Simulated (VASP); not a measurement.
# Na6Bi (P-3m1) in VASP: single point with PBE

Aim: the single point of Na6Bi with PBE.

All numbers are computed with VASP 6.6.1; they aren't measurements. Logs are shortened: lines on timing, memory, paths and dates and some standing lists are left out, and cuts for length are marked.

### 1 The cell of the first run

The structure is trigonal, space group P-3m1 (No. 164). Conventional cell: a = 3.702 Å, b = 3.702 Å, c = 20.602 Å, α = 90.00°, β = 90.00°, γ = 120.00°. Within 4.4 Å of Na (site symmetry 3m) lie 3 Bi at 3.32 Å and 9 Na at 3.70 to 3.82 Å. Within 4.9 Å of Na (site symmetry 3m) lie 12 Na at 3.70 to 3.82 Å. Within 4.9 Å of Na (site symmetry 3m) lie 12 Na at 3.70 to 3.75 Å. Within 4.4 Å of Bi (site symmetry -3m) lie 6 Na at 3.32 Å and 6 Bi at 3.70 Å.

The cell was generated, and may not be a known phase.

### 2 Single point, PBE

INCAR

```
ALGO = Fast
EDIFF = 1E-6
ENCUT = 520
GGA = PE
ISIF = 2
ISMEAR = 0
LASPH = True
LCHARG = False
LREAL = False
LWAVE = False
NBANDS = 38
NELM = 80
PREC = Accurate
SIGMA = 0.1
```

KPOINTS

```
k-points
0
Gamma
  12 12 2
```

POSCAR

```
Na6Bi
1.0
    3.7024669870      0.0000000000      0.0000000000
   -1.8512334935      3.2064304675      0.0000000000
    0.0000000000      0.0000000000     20.6023488594
Na Bi
6 1
Direct
    0.3333333333      0.6666666667      0.6230682371
    0.6666666667      0.3333333333      0.7767479799
    0.3333333333      0.6666666667      0.9260806957
    0.6666666667      0.3333333333      0.0739193043
    0.3333333333      0.6666666667      0.2232520201
    0.6666666667      0.3333333333      0.3769317629
    0.0000000000      0.0000000000      0.5000000000
```

Potentials or basis: VASP PAW PBE potentials, release 64 (Na_pv, Bi_d).

Launch:

```
> cat potpaw_PBE.64/Na_pv/POTCAR potpaw_PBE.64/Bi_d/POTCAR > POTCAR
> mpirun -np 1 vasp_std > vasp.out
```

OUTCAR:

```text
EDIFF = 1E-6
   ENCUT = 520
   GGA = PE
   ISIF = 2
   ISMEAR = 0
   LASPH = True
   LREAL = False
   NELM = 80
   PREC = Accurate

 ion  position               nearest neighbor table
   1  0.333  0.667  0.623-   7 3.32   7 3.32   7 3.32
   2  0.667  0.333  0.777-
   3  0.333  0.667  0.926-
   4  0.667  0.333  0.074-
   5  0.333  0.667  0.223-
   6  0.667  0.333  0.377-   7 3.32   7 3.32   7 3.32
   7  0.000  0.000  0.500-   1 3.32   6 3.32   6 3.32   1 3.32   6 3.32   1 3.32

  LATTYP: Found a hexagonal cell.
 ALAT       =     3.7024669870
 C/A-ratio  =     5.5644922512

  Lattice vectors:

 A1 = (   3.7024669870,   0.0000000000,   0.0000000000)
 A2 = (  -1.8512334935,   3.2064304675,   0.0000000000)
 A3 = (   0.0000000000,   0.0000000000,  20.6023488594)

Analysis of symmetry for initial positions (statically):
=====================================================================
 Subroutine PRICEL returns:
 Original cell was already a primitive cell.

 Routine SETGRP: Setting up the symmetry group for a
 hexagonal supercell.

 Subroutine GETGRP returns: Found 12 space group operations
 (whereof 12 operations were pure point group operations)
 out of a pool of 24 trial point group operations.

The static configuration has the point symmetry D_3d.

Analysis of symmetry for dynamics (positions and initial velocities):
=====================================================================
 Subroutine PRICEL returns:
 Original cell was already a primitive cell.

 Routine SETGRP: Setting up the symmetry group for a
 hexagonal supercell.

 Subroutine GETGRP returns: Found 12 space group operations
 (whereof 12 operations were pure point group operations)
 out of a pool of 24 trial point group operations.

The dynamic configuration has the point symmetry D_3d.

 Subroutine INISYM returns: Found 12 space group operations
 (whereof 12 operations are pure point group operations),
 and found     1 'primitive' translations

----------------------------------------------------------------------------------------

                                     Primitive cell

  volume of cell :     244.5850

  direct lattice vectors                    reciprocal lattice vectors
     3.702466987  0.000000000  0.000000000     0.270090187  0.155936642  0.000000000
[... 94 lines left out ...]
   ENCUT  =  520.0 eV  38.22 Ry    6.18 a.u.   6.88  6.88 38.31*2*pi/ulx,y,z
   NELM   =     80;   NELMIN=  2; NELMDL= -5     # of ELM steps
   EDIFF  = 0.1E-05   stopping-criterion for ELM
   LREAL  =      F    real-space projection
   EDIFFG = 0.1E-04   stopping-criterion for IOM
   NSW    =      0    number of steps for IOM
   IBRION =     -1    ionic relax: 0-MD 1-quasi-New 2-CG
   NFREE  =      0    steps in history (QN), initial steepest desc. (CG)
   ISIF   =      2    stress and relaxation
   ISYM   =      2    0-nonsym 1-usesym 2-fastsym
   POTIM  = 0.5000    time-step for ionic-motion
   TEBEG  =    0.0;   TEEND  =   0.0 temperature during run
   PSTRESS=    0.0 pullay stress
   NELECT =      57.0000    total number of electrons
   NUPDOWN=      -1.0000    fix difference up-down
   EMIN   =  10.00;   EMAX   =-10.00  energy-range for DOS
   EFERMI =   0.00;   METHOD = LEGACY
   ISMEAR =     0;   SIGMA  =   0.10  broadening in eV -4-tet -1-fermi 0-gaus
   EFERMI_NEDOS =   21; number of points for ismear=-14 and -15
   IALGO  =     68    algorithm
   IMIX   =      4    mixing-type and parameters
     AMIX     =   0.40;   BMIX     =  1.00
     AMIX_MAG =   1.60;   BMIX_MAG =  1.00
  volume/ion in A,a.u.               =      34.94       235.79
  Fermi-wavevector in a.u.,A,eV,Ry     =   1.007449  1.903803 13.809289  1.014954
  Thomas-Fermi vector in A             =   2.140255
   LORBIT       =      0    0 simple, 1 ext, 2 COOP (PROOUT), +10 PAW based schemes
   GGA     = PE    functional components
   LHFCALC =     F    Hartree Fock is set to
   AEXX    =    0.0000 exact exchange contribution
   IVDW    =     0    specifies the selected vdW correction
   LEPSILON=     F    determine dielectric tensor
   LRPA    =     F    only Hartree local field effects (RPA)
 non-spin polarized calculation
 RMM-DIIS sequential band-by-band and
 Gauss-broadening in eV      SIGMA  =   0.10
  energy-cutoff  :      520.00
  volume of cell :      244.58
 maximum number of plane-waves:      6652
 NGX is ok and might be reduce to    28
   NGX = 13   NGY = 13   NGZ = 77

 number of electron      56.9999948 magnetization

 Free energy of the ion-electron system (eV)
  ---------------------------------------------------
  ext. energy  EPLUGINS =         0.00000000
  ---------------------------------------------------
  free energy    TOTEN  =       -12.21396981 eV

  energy without entropy =      -12.19812441  energy(sigma->0) =      -12.20604711

 E-fermi :   1.2720     XC(G=0):  -7.0617

 val. band max:        1.2671090091   @ k =   0.1667   0.0833   0.5000
 cond. band min:       1.2768580266   @ k =   0.4167   0.0833   0.5000
 fundamental gap:      0.0097490175
 Fermi energy:         1.2719993431

 k-point     1 :       0.0000    0.0000    0.0000
  band No.  band energies     occupation
      1     -23.6380      2.00000
      2     -23.6371      2.00000
      3     -23.6186      2.00000
      4     -23.6186      2.00000
      5     -23.6186      2.00000
      6     -23.6186      2.00000
[... 973 lines left out ...]
     37       5.6991      0.00000
     38       5.9011      0.00000

 [... further k-points ...]
[... 5 lines left out ...]
  --------------------------------------------------------------------------------------
  -------------------------------------------------------------------------------------
  Total       -0.0181597     -0.0181597     -0.0041847      0.0000000      0.0000000     -0.0000000
  in kB       -0.1189569     -0.1189569     -0.0274120      0.0000000      0.0000000     -0.0000000
  external PRESSURE =      -0.0884419 kB  Pullay stress =       0.0000000 kB

 VOLUME and BASIS-vectors are now :
 -----------------------------------------------------------------------------
  energy-cutoff  :      520.00
  volume of cell :      244.58
      direct lattice vectors                 reciprocal lattice vectors
     3.702466987  0.000000000  0.000000000     0.270090187  0.155936642  0.000000000
    -1.851233494  3.206430468  0.000000000     0.000000000  0.311873284  0.000000000
     0.000000000  0.000000000 20.602348859     0.000000000  0.000000000  0.048538155

 POSITION                                       TOTAL-FORCE (eV/Angst)
 -----------------------------------------------------------------------------------
     -0.00000      2.13762     12.83667         0.000000     -0.000000      0.000139
      1.85123      1.06881     16.00283        -0.000000      0.000000     -0.001561
     -0.00000      2.13762     19.07944         0.000000      0.000000      0.001420
      1.85123      1.06881      1.52291         0.000000     -0.000000     -0.001420
     -0.00000      2.13762      4.59952         0.000000     -0.000000      0.001561
      1.85123      1.06881      7.76568        -0.000000      0.000000     -0.000139
      0.00000      0.00000     10.30117         0.000000      0.000000     -0.000000
 -----------------------------------------------------------------------------------
    total drift:                                0.000000      0.000000     -0.000000

  FREE ENERGIE OF THE ION-ELECTRON SYSTEM (eV)
  ---------------------------------------------------
  free  energy   TOTEN  =       -12.2139698108 eV

  energy  without entropy=      -12.1981244146  energy(sigma->0) =      -12.20604711
```

Run time: 5.3 min. Hardware: 1 thread of Intel Xeon 6975P-C (Granite Rapids), shared host; peak memory 0.51 GiB.

What came out:

* Free energy: -12.2140 eV
* Pressure: 0.0 GPa
* Band gap on the k mesh: zero (an odd number of electrons rules out a gap without spin polarisation)

Caveat: spin-orbit coupling is left out, which moves the levels of the heavy elements.
